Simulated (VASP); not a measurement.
# Sb (P2_1/m) in VASP: single point with PBEsol

Aim: the single point of Sb with PBEsol.

Program: VASP 6.6.1. These are calculated values, not measurements. Logs are shortened: lines on timing, memory, paths and dates and some standing lists are left out, and cuts for length are marked.

### 1 The cell of the first run

The structure is monoclinic, space group P2_1/m (No. 11). The conventional cell has a = 4.528 Å, b = 4.421 Å, c = 6.500 Å, α = 90.00°, β = 101.72°, γ = 90.00°. Within 3.8 Å of Sb (site symmetry m) lie 7 Sb at 2.92 to 3.75 Å. Sb (site symmetry m) has 7 Sb at 2.92 to 3.74 Å within 3.8 Å.

### 2 Single point, PBEsol

POSCAR reads:

```
Sb
1.0
    4.5277000000      0.0000000000      0.0000000000
    0.0000000000      4.4211000000      0.0000000000
   -1.3205190000      0.0000000000      6.3643480000
Sb
4
Direct
    0.3399300000      0.2500000000      0.6836700000
    0.9366380000      0.7500000000      0.7627580000
    0.0633620000      0.2500000000      0.2372420000
    0.6600700000      0.7500000000      0.3163300000
```

INCAR.step1 reads:

```
PREC = Accurate
ENCUT = 520
EDIFF = 1E-6
ISMEAR = -1
SIGMA = 0.05
LREAL = F
LASPH = T
NELM = 100
ALGO = Normal
ISIF = 2
LWAVE = F
LCHARG = T
GGA = PS
NBANDS = 18
```

KPOINTS.step1 reads:

```
regular mesh
0
Gamma
  6 6 4
```

INCAR.step2 reads:

```
PREC = Accurate
ENCUT = 520
EDIFF = 1E-6
ISMEAR = -5
SIGMA = 0.05
LREAL = F
LASPH = T
NELM = 100
ALGO = Normal
ISIF = 2
LWAVE = F
LCHARG = F
GGA = PS
LORBIT = 11
NBANDS = 18
NEDOS = 1001
ICHARG = 11
```

KPOINTS.step2 reads:

```
regular mesh
0
Gamma
  9 9 6
```

Potentials or basis: VASP PAW PBE potentials, release 64 (Sb).

Run with:

```bash
$ cat potpaw_PBE.64/Sb/POTCAR > POTCAR
$ cp INCAR.step1 INCAR
$ cp KPOINTS.step1 KPOINTS
$ mpirun -np 1 vasp_std > vasp.out
$ cp INCAR.step2 INCAR
$ cp KPOINTS.step2 KPOINTS
$ mpirun -np 1 vasp_std > vasp.out
```

OUTCAR:

```text
PREC = Accurate
   ENCUT = 520
   EDIFF = 1E-6
   ISMEAR = -5
   LREAL = F
   LASPH = T
   NELM = 100
   ISIF = 2
   GGA = PS
   LORBIT = 11
   ICHARG = 11

 ion  position               nearest neighbor table
   1  0.340  0.250  0.684-   3 2.92   2 2.98   2 2.98   2 3.45   2 3.45   4 3.75   4 3.75
   2  0.937  0.750  0.763-   4 2.92   1 2.98   1 2.98   1 3.45   1 3.45   3 3.74   3 3.74
   3  0.063  0.250  0.237-   1 2.92   4 2.98   4 2.98   4 3.45   4 3.45   2 3.74   2 3.74
   4  0.660  0.750  0.316-   2 2.92   3 2.98   3 2.98   3 3.45   3 3.45   1 3.75   1 3.75

  LATTYP: Found a simple monoclinic cell.
 ALAT       =     4.5277000000
 B/A-ratio  =     0.9764560373
 C/A-ratio  =     1.4355853266
 COS(beta)  =    -0.2031599047

  Lattice vectors:

 A1 = (   4.5277000000,   0.0000000000,   0.0000000000)
 A2 = (   0.0000000000,   4.4211000000,   0.0000000000)
 A3 = (  -1.3205190000,   0.0000000000,   6.3643480000)

Analysis of symmetry for initial positions (statically):
=====================================================================
 Subroutine PRICEL returns:
 Original cell was already a primitive cell.

 Routine SETGRP: Setting up the symmetry group for a
 simple monoclinic supercell.

 Subroutine GETGRP returns: Found  4 space group operations
 (whereof  2 operations were pure point group operations)
 out of a pool of  4 trial point group operations.

The static configuration has the point symmetry S_2 .
 The point group associated with its full space group is C_2h.

Analysis of symmetry for dynamics (positions and initial velocities):
=====================================================================
 Subroutine PRICEL returns:
 Original cell was already a primitive cell.

 Routine SETGRP: Setting up the symmetry group for a
 simple monoclinic supercell.

 Subroutine GETGRP returns: Found  4 space group operations
 (whereof  2 operations were pure point group operations)
 out of a pool of  4 trial point group operations.

The dynamic configuration has the point symmetry S_2 .
 The point group associated with its full space group is C_2h.

 Subroutine INISYM returns: Found  4 space group operations
 (whereof  2 operations are pure point group operations),
 and found     1 'primitive' translations

----------------------------------------------------------------------------------------

                                     Primitive cell

  volume of cell :     127.3978

  direct lattice vectors                    reciprocal lattice vectors
     4.527700000  0.000000000  0.000000000     0.220862690  0.000000000  0.045826120
     0.000000000  4.421100000  0.000000000     0.000000000  0.226188053  0.000000000
    -1.320519000  0.000000000  6.364348000     0.000000000  0.000000000  0.157125286

  length of vectors
     4.527700000  4.421100000  6.499899683     0.225566755  0.226188053  0.157125286

  position of ions in fractional coordinates (direct lattice)
     0.339930000  0.250000000  0.683670000
     0.936638000  0.750000000  0.762758000
     0.063362000  0.250000000  0.237242000
     0.660070000  0.750000000  0.316330000

  ion indices of the primitive-cell ions
   primitive index   ion index
                 1           1
                 2           2
                 3           3
                 4           4

----------------------------------------------------------------------------------------

 KPOINTS: regular mesh

Automatic generation of k-mesh.
 Grid dimensions read from file:
 generate k-points for:    9    9    6

 Generating k-lattice:

  Cartesian coordinates                     Fractional coordinates (reciprocal lattice)
     0.024540299  0.000000000  0.005091791     0.111111111  0.000000000  0.000000000
     0.000000000  0.025132006  0.000000000     0.000000000  0.111111111  0.000000000
     0.000000000  0.000000000  0.026187548     0.000000000  0.000000000  0.166666667

  Length of vectors
     0.025062973  0.025132006  0.026187548

  Shift w.r.t. Gamma in fractional coordinates (k-lattice)
     0.000000000  0.000000000  0.000000000

 TETIRR: Found   1456 inequivalent tetrahedra from     2916

 Subroutine IBZKPT returns following result:
 ===========================================

 Found    140 irreducible k-points:

 Following reciprocal coordinates:
            Coordinates               Weight
  0.000000  0.000000  0.000000      1.000000
  0.111111  0.000000  0.000000      2.000000
  0.222222  0.000000 -0.000000      2.000000
  0.333333  0.000000 -0.000000      2.000000
  0.444444  0.000000 -0.000000      2.000000
  0.000000  0.111111  0.000000      2.000000
[... 16 lines left out ...]
  0.222222  0.444444 -0.000000      4.000000
  0.333333  0.444444 -0.000000      4.000000
 [... further k-points ...]
   k-points           NKPTS =    140   k-points in BZ     NKDIM =    140   number of bands    NBANDS=     18
   number of dos      NEDOS =   1001   number of ions     NIONS =      4
   total plane-waves  NPLWV =  62208
   dimension x,y,z NGX =    36 NGY =   36 NGZ =   48
   dimension x,y,z NGXF=    72 NGYF=   72 NGZF=   96
   ions per type =               4
   NGX,Y,Z   is equivalent  to a cutoff of  13.22, 13.54, 12.28 a.u.
   NGXF,Y,Z  is equivalent  to a cutoff of  26.44, 27.07, 24.55 a.u.
 SYSTEM =  unknown system
   PREC   = accura    normal or accurate (medium, high low for compatibility)
   ISTART =      0    job   : 0-new  1-cont  2-samecut
   ICHARG =     11    charge: 1-file 2-atom 10-const
   ISPIN  =      1    spin polarized calculation?
   LNONCOLLINEAR =      F non collinear calculations
   LSORBIT =      F    spin-orbit coupling
   LASPH  =      T    aspherical Exc in radial PAW
   ENCUT  =  520.0 eV  38.22 Ry    6.18 a.u.   8.42  8.22 12.09*2*pi/ulx,y,z
   NELM   =    100;   NELMIN=  2; NELMDL=  0     # of ELM steps
   EDIFF  = 0.1E-05   stopping-criterion for ELM
   LREAL  =      F    real-space projection
   EDIFFG = 0.1E-04   stopping-criterion for IOM
   NSW    =      0    number of steps for IOM
   IBRION =     -1    ionic relax: 0-MD 1-quasi-New 2-CG
   NFREE  =      0    steps in history (QN), initial steepest desc. (CG)
   ISIF   =      2    stress and relaxation
   ISYM   =      2    0-nonsym 1-usesym 2-fastsym
   POTIM  = 0.5000    time-step for ionic-motion
   TEBEG  =    0.0;   TEEND  =   0.0 temperature during run
   PSTRESS=    0.0 pullay stress
   NELECT =      20.0000    total number of electrons
   NUPDOWN=      -1.0000    fix difference up-down
   EMIN   =  10.00;   EMAX   =-10.00  energy-range for DOS
   EFERMI =   0.00;   METHOD = LEGACY
   ISMEAR =    -5;   SIGMA  =   0.05  broadening in eV -4-tet -1-fermi 0-gaus
   EFERMI_NEDOS =   21; number of points for ismear=-14 and -15
   IALGO  =     38    algorithm
   IMIX   =      4    mixing-type and parameters
     AMIX     =   0.40;   BMIX     =  1.00
     AMIX_MAG =   1.60;   BMIX_MAG =  1.00
  volume/ion in A,a.u.               =      31.85       214.93
  Fermi-wavevector in a.u.,A,eV,Ry     =   0.883143  1.668898 10.611741  0.779941
  Thomas-Fermi vector in A             =   2.003869
   LORBIT       =     11    0 simple, 1 ext, 2 COOP (PROOUT), +10 PAW based schemes
   GGA     = PS    functional components
   LHFCALC =     F    Hartree Fock is set to
   AEXX    =    0.0000 exact exchange contribution
   IVDW    =     0    specifies the selected vdW correction
   LEPSILON=     F    determine dielectric tensor
   LRPA    =     F    only Hartree local field effects (RPA)
 non-spin polarized calculation
 Fermi weights with tetrahedron method with Bloechl corrections
  energy-cutoff  :      520.00
  volume of cell :      127.40
 maximum number of plane-waves:      3456
 NGX is ok and might be reduce to    36

 number of electron      19.9999999 magnetization

 Free energy of the ion-electron system (eV)
  ---------------------------------------------------
  ext. energy  EPLUGINS =         0.00000000
  ---------------------------------------------------
  free energy    TOTEN  =       -17.73943374 eV

  energy without entropy =      -17.73943374  energy(sigma->0) =      -17.73943374

 E-fermi :   6.2487     XC(G=0):  -9.4449

 val. band max:        6.2926357257   @ k =   0.3333   0.0000  -0.0000
 cond. band min:       6.2439577676   @ k =  -0.4444   0.0000   0.3333
 fundamental gap:     -0.0486779582
 Fermi energy:         6.2486573235

 k-point     1 :       0.0000    0.0000    0.0000
  band No.  band energies     occupation
      1      -5.9455      2.00000
      2      -3.5178      2.00000
      3      -1.0363      2.00000
      4      -0.0932      2.00000
      5       2.0615      2.00000
      6       2.8605      2.00000
[... 10 lines left out ...]
     17      10.2278      0.00000
     18      11.7656      0.00000

 k-point     2 :       0.1111    0.0000    0.0000
  band No.  band energies     occupation
      1      -5.8666      2.00000
      2      -3.4598      2.00000
      3      -1.3257      2.00000
      4      -0.1343      2.00000
      5       1.9126      2.00000
      6       2.9541      2.00000
[... 10 lines left out ...]
     17      10.1530      0.00000
     18      11.7842      0.00000

 k-point     3 :       0.2222    0.0000   -0.0000
  band No.  band energies     occupation
      1      -5.6358      2.00000
      2      -3.2984      2.00000
      3      -1.9790      2.00000
      4      -0.3912      2.00000
      5       1.8347      2.00000
      6       3.2284      2.00000
[... 412 lines left out ...]
 k-point    23 :       0.2222    0.4444   -0.0000
  band No.  band energies     occupation
      1      -4.3124      2.00000
      2      -3.6464      2.00000
      3      -2.0664      2.00000
      4      -1.5100      2.00000
      5       2.2513      2.00000
      6       2.6075      2.00000
[... 10 lines left out ...]
     17      12.4410      0.00000
     18      12.5890      0.00000

 k-point    24 :       0.3333    0.4444   -0.0000
  band No.  band energies     occupation
      1      -4.0552      2.00000
      2      -3.5055      2.00000
      3      -1.9679      2.00000
      4      -1.5239      2.00000
      5       1.6604      2.00000
      6       2.0949      2.00000
[... 10 lines left out ...]
     17      12.5680      0.00000
     18      12.8514      0.00000

 [... further k-points ...]

------------------------ aborting loop because EDIFF is reached ----------------------------------------

  FORCE on cell =-STRESS in cart. coord.  units (eV):
  Direction    XX          YY          ZZ          XY          YZ          ZX
  --------------------------------------------------------------------------------------
  -------------------------------------------------------------------------------------
  Total       -1.9041535     -1.9155589     -1.5093219      0.0000000      0.0000000      0.1557537
  in kB      -23.9469735    -24.0904098    -18.9815006      0.0000000      0.0000000      1.9587860
  external PRESSURE =     -22.3396280 kB  Pullay stress =       0.0000000 kB

 VOLUME and BASIS-vectors are now :
 -----------------------------------------------------------------------------
  energy-cutoff  :      520.00
  volume of cell :      127.40
      direct lattice vectors                 reciprocal lattice vectors
     4.527700000  0.000000000  0.000000000     0.220862690  0.000000000  0.045826120
     0.000000000  4.421100000  0.000000000     0.000000000  0.226188053  0.000000000
    -1.320519000  0.000000000  6.364348000     0.000000000  0.000000000  0.157125286

 POSITION                                       TOTAL-FORCE (eV/Angst)
 -----------------------------------------------------------------------------------
      0.63630      1.10528      4.35111        -0.043841      0.000000      0.010065
      3.23358      3.31583      4.85446         0.039836      0.000000     -0.065527
     -0.02640      1.10528      1.50989        -0.039836      0.000000      0.065527
      2.57088      3.31583      2.01323         0.043841      0.000000     -0.010065
 -----------------------------------------------------------------------------------
    total drift:                                0.000000      0.000000     -0.000000

  FREE ENERGIE OF THE ION-ELECTRON SYSTEM (eV)
  ---------------------------------------------------
  free  energy   TOTEN  =       -17.7394337426 eV

  energy  without entropy=      -17.7394337426  energy(sigma->0) =      -17.73943374

 total charge

# of ion       s       p       d       tot
------------------------------------------
    1        1.211   1.136   0.029   2.376
    2        1.232   1.098   0.033   2.362
    3        1.232   1.098   0.033   2.362
    4        1.211   1.136   0.029   2.376
--------------------------------------------------
tot          4.885   4.469   0.122   9.476
```

It took 5 min on 1 thread of Intel Xeon Platinum 8259CL at 2.50GHz (Skylake/Cascade Lake), shared host; peak memory 0.39 GiB.

What came out:

| Item | Value |
| --- | --- |
| Valence electrons inside the program's atomic spheres | Sb 2.38, 2.36 (each value once) |

Caveat: the PAW data sets were made with another functional, which shifts forces and pressure a little; spin-orbit coupling is left out, which moves the levels of the heavy elements.
